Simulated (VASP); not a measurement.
# Hg (Fd-3m) in VASP: further runs

Runs on Hg. Level: LDA. Tasks: single point, relaxation of cell and atoms.

Everything below comes from runs of VASP 6.6.1. Logs are shortened: lines on timing, memory, paths and dates and some standing lists are left out, and cuts for length are marked.

**1. The cell of the first run**

The structure is cubic, space group Fd-3m (No. 227). Conventional cell: a = 5.772 Å, b = 5.772 Å, c = 5.772 Å, α = 90.00°, β = 90.00°, γ = 90.00°. Within 3.3 Å of Hg (site symmetry -43m) lie 4 Hg at 2.50 Å.

**2. Single point, LDA**

INCAR reads:

```
  PREC = Accurate
  ENCUT = 520
  EDIFF = 1E-7
  ISMEAR = -1
  SIGMA = 0.05
  LREAL = F
  LASPH = T
  NELM = 60
  ALGO = Normal
  ISIF = 2
  LWAVE = F
  LCHARG = F
  NBANDS = 19
```

KPOINTS reads:

```
Automatic mesh
0
Gamma
  12 12 12
```

POSCAR reads:

```
Hg
1.0
    0.0000000000      2.8859630421      2.8859630421
    2.8859630421      0.0000000000      2.8859630421
    2.8859630421      2.8859630421      0.0000000000
Hg
2
Direct
   -0.1250000000     -0.1250000000     -0.1250000000
    0.1250000000      0.1250000000      0.1250000000
```

Potentials or basis: VASP PAW LDA potentials, release 64 (Hg).

Started as:

```console
> cat potpaw_LDA.64/Hg/POTCAR > POTCAR
> mpirun -np 1 vasp_std > vasp.out
```

OUTCAR:

```text
PREC = Accurate
   ENCUT = 520
   EDIFF = 1E-7
   ISMEAR = -1
   LREAL = F
   LASPH = T
   NELM = 60
   ISIF = 2

 ion  position               nearest neighbor table
   1  0.875  0.875  0.875-   2 2.50   2 2.50   2 2.50   2 2.50
   2  0.125  0.125  0.125-   1 2.50   1 2.50   1 2.50   1 2.50

  LATTYP: Found a face centered cubic cell.
 ALAT       =     5.7719260842

  Lattice vectors:

 A1 = (   0.0000000000,   2.8859630421,   2.8859630421)
 A2 = (   2.8859630421,   0.0000000000,   2.8859630421)
 A3 = (   2.8859630421,   2.8859630421,   0.0000000000)

Analysis of symmetry for initial positions (statically):
=====================================================================
 Subroutine PRICEL returns:
 Original cell was already a primitive cell.

 Routine SETGRP: Setting up the symmetry group for a
 face centered cubic supercell.

 Subroutine GETGRP returns: Found 48 space group operations
 (whereof 12 operations were pure point group operations)
 out of a pool of 48 trial point group operations.

The static configuration has the point symmetry D_3d.
 The point group associated with its full space group is O_h .

Analysis of symmetry for dynamics (positions and initial velocities):
=====================================================================
 Subroutine PRICEL returns:
 Original cell was already a primitive cell.

 Routine SETGRP: Setting up the symmetry group for a
 face centered cubic supercell.

 Subroutine GETGRP returns: Found 48 space group operations
 (whereof 12 operations were pure point group operations)
 out of a pool of 48 trial point group operations.

The dynamic configuration has the point symmetry D_3d.
 The point group associated with its full space group is O_h .

 Subroutine INISYM returns: Found 48 space group operations
 (whereof 12 operations are pure point group operations),
 and found     1 'primitive' translations

----------------------------------------------------------------------------------------

                                     Primitive cell

  volume of cell :      48.0731

  direct lattice vectors                    reciprocal lattice vectors
     0.000000000  2.885963042  2.885963042    -0.173252392  0.173252392  0.173252392
     2.885963042  0.000000000  2.885963042     0.173252392 -0.173252392  0.173252392
     2.885963042  2.885963042  0.000000000     0.173252392  0.173252392 -0.173252392

  length of vectors
     4.081368075  4.081368075  4.081368075     0.300081945  0.300081945  0.300081945

  position of ions in fractional coordinates (direct lattice)
     0.875000000  0.875000000  0.875000000
     0.125000000  0.125000000  0.125000000

  ion indices of the primitive-cell ions
   primitive index   ion index
                 1           1
                 2           2

----------------------------------------------------------------------------------------

 KPOINTS: Automatic mesh

Automatic generation of k-mesh.
 Grid dimensions read from file:
 generate k-points for:   12   12   12

 Generating k-lattice:

  Cartesian coordinates                     Fractional coordinates (reciprocal lattice)
    -0.014437699  0.014437699  0.014437699     0.083333333  0.000000000  0.000000000
     0.014437699 -0.014437699  0.014437699     0.000000000  0.083333333  0.000000000
     0.014437699  0.014437699 -0.014437699     0.000000000  0.000000000  0.083333333

  Length of vectors
     0.025006829  0.025006829  0.025006829

  Shift w.r.t. Gamma in fractional coordinates (k-lattice)
     0.000000000  0.000000000  0.000000000

 Subroutine IBZKPT returns following result:
 ===========================================

 Found     72 irreducible k-points:

 Following reciprocal coordinates:
            Coordinates               Weight
  0.000000  0.000000  0.000000      1.000000
  0.083333  0.000000  0.000000      8.000000
  0.166667  0.000000  0.000000      8.000000
  0.250000  0.000000  0.000000      8.000000
  0.333333  0.000000  0.000000      8.000000
  0.416667  0.000000  0.000000      8.000000
[... 16 lines left out ...]
  0.500000  0.166667  0.000000     24.000000
 -0.416667  0.166667  0.000000     24.000000
 [... further k-points ...]
   k-points           NKPTS =     72   k-points in BZ     NKDIM =     72   number of bands    NBANDS=     19
   number of dos      NEDOS =    301   number of ions     NIONS =      2
   total plane-waves  NPLWV =  27000
   dimension x,y,z NGX =    30 NGY =   30 NGZ =   30
   dimension x,y,z NGXF=    60 NGYF=   60 NGZF=   60
   ions per type =               2
   NGX,Y,Z   is equivalent  to a cutoff of  12.22, 12.22, 12.22 a.u.
   NGXF,Y,Z  is equivalent  to a cutoff of  24.44, 24.44, 24.44 a.u.
 SYSTEM =  unknown system
   PREC   = accura    normal or accurate (medium, high low for compatibility)
   ISTART =      0    job   : 0-new  1-cont  2-samecut
   ICHARG =      2    charge: 1-file 2-atom 10-const
   ISPIN  =      1    spin polarized calculation?
   LNONCOLLINEAR =      F non collinear calculations
   LSORBIT =      F    spin-orbit coupling
   LASPH  =      T    aspherical Exc in radial PAW
   ENCUT  =  520.0 eV  38.22 Ry    6.18 a.u.   7.59  7.59  7.59*2*pi/ulx,y,z
   NELM   =     60;   NELMIN=  2; NELMDL= -5     # of ELM steps
   EDIFF  = 0.1E-06   stopping-criterion for ELM
   LREAL  =      F    real-space projection
   EDIFFG = 0.1E-05   stopping-criterion for IOM
   NSW    =      0    number of steps for IOM
   IBRION =     -1    ionic relax: 0-MD 1-quasi-New 2-CG
   NFREE  =      0    steps in history (QN), initial steepest desc. (CG)
   ISIF   =      2    stress and relaxation
   ISYM   =      2    0-nonsym 1-usesym 2-fastsym
   POTIM  = 0.5000    time-step for ionic-motion
   TEBEG  =    0.0;   TEEND  =   0.0 temperature during run
   PSTRESS=    0.0 pullay stress
   NELECT =      24.0000    total number of electrons
   NUPDOWN=      -1.0000    fix difference up-down
   EMIN   =  10.00;   EMAX   =-10.00  energy-range for DOS
   EFERMI =   0.00;   METHOD = LEGACY
   ISMEAR =    -1;   SIGMA  =   0.05  broadening in eV -4-tet -1-fermi 0-gaus
   EFERMI_NEDOS =   21; number of points for ismear=-14 and -15
   IALGO  =     38    algorithm
   IMIX   =      4    mixing-type and parameters
     AMIX     =   0.40;   BMIX     =  1.00
     AMIX_MAG =   1.60;   BMIX_MAG =  1.00
  volume/ion in A,a.u.               =      24.04       162.21
  Fermi-wavevector in a.u.,A,eV,Ry     =   1.298707  2.454200 22.948125  1.686640
  Thomas-Fermi vector in A             =   2.430018
   LORBIT       =      0    0 simple, 1 ext, 2 COOP (PROOUT), +10 PAW based schemes
   GGA     = CA    functional components
   LHFCALC =     F    Hartree Fock is set to
   AEXX    =    0.0000 exact exchange contribution
   IVDW    =     0    specifies the selected vdW correction
   LEPSILON=     F    determine dielectric tensor
   LRPA    =     F    only Hartree local field effects (RPA)
 non-spin polarized calculation
  energy-cutoff  :      520.00
  volume of cell :       48.07
 maximum number of plane-waves:      1313
   NGX = 15   NGY = 15   NGZ = 15

 number of electron      24.0000005 magnetization

 Free energy of the ion-electron system (eV)
  ---------------------------------------------------
  ext. energy  EPLUGINS =         0.00000000
  ---------------------------------------------------
  free energy    TOTEN  =        -0.21334962 eV

  energy without entropy =       -0.20363734  energy(sigma->0) =       -0.20849348

 E-fermi :   2.8582     XC(G=0): -10.7776

 val. band max:        2.8300224740   @ k =  -0.3333   0.3333   0.1667
 cond. band min:       2.8803681812   @ k =  -0.3333   0.2500   0.0000
 fundamental gap:      0.0503457072
 Fermi energy:         2.8581921274

 k-point     1 :       0.0000    0.0000    0.0000
  band No.  band energies     occupation
      1      -7.2462      2.00000
      2      -6.3910      2.00000
      3      -6.3910      2.00000
      4      -6.3910      2.00000
      5      -6.3411      2.00000
      6      -6.3411      2.00000
[... 11 lines left out ...]
     18      11.4217      0.00000
     19      11.4217      0.00000

 k-point     2 :       0.0833    0.0000    0.0000
  band No.  band energies     occupation
      1      -7.1610      2.00000
      2      -6.4976      2.00000
      3      -6.4976      2.00000
      4      -6.3947      2.00000
      5      -6.2091      2.00000
      6      -6.2091      2.00000
[... 11 lines left out ...]
     18      11.9690      0.00000
     19      13.0725      0.00000

 k-point     3 :       0.1667    0.0000    0.0000
  band No.  band energies     occupation
      1      -6.9307      2.00000
      2      -6.5809      2.00000
      3      -6.5809      2.00000
      4      -6.4022      2.00000
      5      -6.0639      2.00000
      6      -6.0639      2.00000
[... 11 lines left out ...]
     18      12.6150      0.00000
     19      12.7508      0.00000

 k-point     4 :       0.2500    0.0000    0.0000
  band No.  band energies     occupation
      1      -6.6464      2.00000
      2      -6.6132      2.00000
      3      -6.6132      2.00000
      4      -6.3967      2.00000
      5      -5.9695      2.00000
      6      -5.9695      2.00000
[... 11 lines left out ...]
     18      12.7333      0.00000
     19      13.5849      0.00000

 k-point     5 :       0.3333    0.0000    0.0000
  band No.  band energies     occupation
      1      -6.5997      2.00000
      2      -6.5997      2.00000
      3      -6.4910      2.00000
      4      -6.3163      2.00000
      5      -5.9512      2.00000
      6      -5.9512      2.00000
[... 11 lines left out ...]
     18      12.5820      0.00000
     19      15.1640      0.00000
[... 334 lines left out ...]
      2      -6.4911      2.00000
      3      -6.4901      2.00000
      4      -6.3106      2.00000
      5      -5.9299      2.00000
      6      -5.6159      2.00000
[... 11 lines left out ...]
     18      14.6824      0.00000
     19      14.7278      0.00000

 k-point    22 :       0.4167    0.1667    0.0000
  band No.  band energies     occupation
      1      -6.8038      2.00000
      2      -6.5222      2.00000
      3      -6.4784      2.00000
      4      -6.1661      2.00000
      5      -5.8525      2.00000
      6      -5.6307      2.00000
[... 11 lines left out ...]
     18      14.3135      0.00000
     19      14.7158      0.00000

 k-point    23 :       0.5000    0.1667    0.0000
  band No.  band energies     occupation
      1      -6.7977      2.00000
      2      -6.5728      2.00000
      3      -6.4211      2.00000
      4      -6.1065      2.00000
      5      -5.7722      2.00000
      6      -5.7331      2.00000
[... 11 lines left out ...]
     18      14.2033      0.00000
     19      14.9606      0.00000

 k-point    24 :      -0.4167    0.1667    0.0000
  band No.  band energies     occupation
      1      -6.7776      2.00000
      2      -6.6427      2.00000
      3      -6.3387      2.00000
      4      -6.1003      2.00000
      5      -5.8704      2.00000
      6      -5.6781      2.00000
[... 11 lines left out ...]
     18      15.0517      0.00000
     19      15.9307      0.00000

 [... further k-points ...]

------------------------ aborting loop because EDIFF is reached ----------------------------------------

  FORCE on cell =-STRESS in cart. coord.  units (eV):
  Direction    XX          YY          ZZ          XY          YZ          ZX
  --------------------------------------------------------------------------------------
  -------------------------------------------------------------------------------------
  Total        8.5434832      8.5434832      8.5434832     -0.0000000      0.0000000      0.0000000
  in kB      284.7365778    284.7365778    284.7365778     -0.0000000      0.0000000      0.0000000
  external PRESSURE =     284.7365778 kB  Pullay stress =       0.0000000 kB

 VOLUME and BASIS-vectors are now :
 -----------------------------------------------------------------------------
  energy-cutoff  :      520.00
  volume of cell :       48.07
      direct lattice vectors                 reciprocal lattice vectors
     0.000000000  2.885963042  2.885963042    -0.173252392  0.173252392  0.173252392
     2.885963042  0.000000000  2.885963042     0.173252392 -0.173252392  0.173252392
     2.885963042  2.885963042  0.000000000     0.173252392  0.173252392 -0.173252392

 POSITION                                       TOTAL-FORCE (eV/Angst)
 -----------------------------------------------------------------------------------
      5.05044      5.05044      5.05044         0.000000      0.000000      0.000000
      0.72149      0.72149      0.72149        -0.000000     -0.000000     -0.000000
 -----------------------------------------------------------------------------------
    total drift:                               -0.000000      0.000000      0.000000

  FREE ENERGIE OF THE ION-ELECTRON SYSTEM (eV)
  ---------------------------------------------------
  free  energy   TOTEN  =        -0.2133496174 eV

  energy  without entropy=       -0.2036373371  energy(sigma->0) =       -0.20849348
```

It took 85 s on 1 thread of Intel Xeon Platinum 8259CL at 2.50GHz (Skylake/Cascade Lake), shared host; peak memory 0.18 GiB.

Results:

```yaml
Free_energy: -0.2133 eV
Pressure: 28.5 GPa
Band_gap_on_the_k_mesh: zero (bands 12 and 13 overlap by 7.69 eV)
```

Levels at points of the mesh, in eV from the Fermi level:
| k point | band 8 | band 9 | band 10 | band 11 | band 12 | band 13 | band 14 | band 15 | band 16 | band 17 |
| --- | --- | --- | --- | --- | --- | --- | --- | --- | --- | --- |
| (0.00, 0.00, 0.00) | -7.06 | -7.06 | -6.06 | -6.06 | 6.88 | 7.48 | 7.48 | 7.48 | 8.04 | 8.56 |
| (0.50, 0.00, 0.00) | -6.88 | -6.16 | -6.16 | -4.50 | -4.20 | 4.31 | 4.31 | 6.81 | 7.84 | 9.53 |
| (0.50, 0.50, 0.00) | -7.69 | -5.97 | -5.97 | -3.46 | -3.46 | 0.93 | 0.93 | 5.66 | 5.66 | 17.03 |

Caveat: the cell stands under pressure; spin-orbit coupling is left out, which moves the levels of the heavy elements.

**3. Single point, LDA**

INCAR reads:

```
SYSTEM = Hg
ALGO = Normal
EDIFF = 1E-6
ENCUT = 520
GGA = CA
ISIF = 2
ISMEAR = -1
LASPH = .TRUE.
LCHARG = .TRUE.
LELF = .TRUE.
LREAL = .FALSE.
LVHAR = .TRUE.
LWAVE = .FALSE.
NBANDS = 19
NELM = 80
PREC = Accurate
SIGMA = 0.05
```

KPOINTS reads:

```
k-points
0
G
  12 12 12
  0 0 0
```

POSCAR reads:

```
Hg
1.0
    0.0000000000      2.8863874031      2.8863874031
    2.8863874031      0.0000000000      2.8863874031
    2.8863874031      2.8863874031      0.0000000000
Hg
2
Direct
   -0.1250000000     -0.1250000000     -0.1250000000
    0.1250000000      0.1250000000      0.1250000000
```

Potentials or basis: VASP PAW LDA potentials, release 64 (Hg).

Started as:

```console
> cat potpaw_LDA.64/Hg/POTCAR > POTCAR
> mpirun -np 1 vasp_std > vasp.out
```

Wall time 58 s (1 thread of Intel Xeon Platinum 8259CL at 2.50GHz (Skylake/Cascade Lake), shared host); peak memory 0.18 GiB.

The run converged. Its results:

```yaml
Free_energy: -0.2171 eV
Pressure: 28.5 GPa
Band_gap_on_the_k_mesh: zero (bands 12 and 13 overlap by 7.69 eV)
```

Levels at points of the mesh, in eV from the Fermi level:
| k point | band 9 | band 10 | band 11 | band 12 | band 13 | band 14 | band 15 | band 16 |
| --- | --- | --- | --- | --- | --- | --- | --- | --- |
| (0.00, 0.00, 0.00) | -7.06 | -6.06 | -6.06 | 6.88 | 7.48 | 7.48 | 7.48 | 8.03 |
| (0.50, 0.00, 0.00) | -6.16 | -6.16 | -4.50 | -4.20 | 4.30 | 4.30 | 6.80 | 7.84 |
| (0.50, 0.50, 0.00) | -5.97 | -5.97 | -3.46 | -3.46 | 0.93 | 0.93 | 5.66 | 5.66 |

Caveat: the cell stands under pressure; spin-orbit coupling is left out, which moves the levels of the heavy elements.

(Continued in part 2 of 2.)

The gap in the log of VASP goes by the Fermi energy; the results here count the filled bands.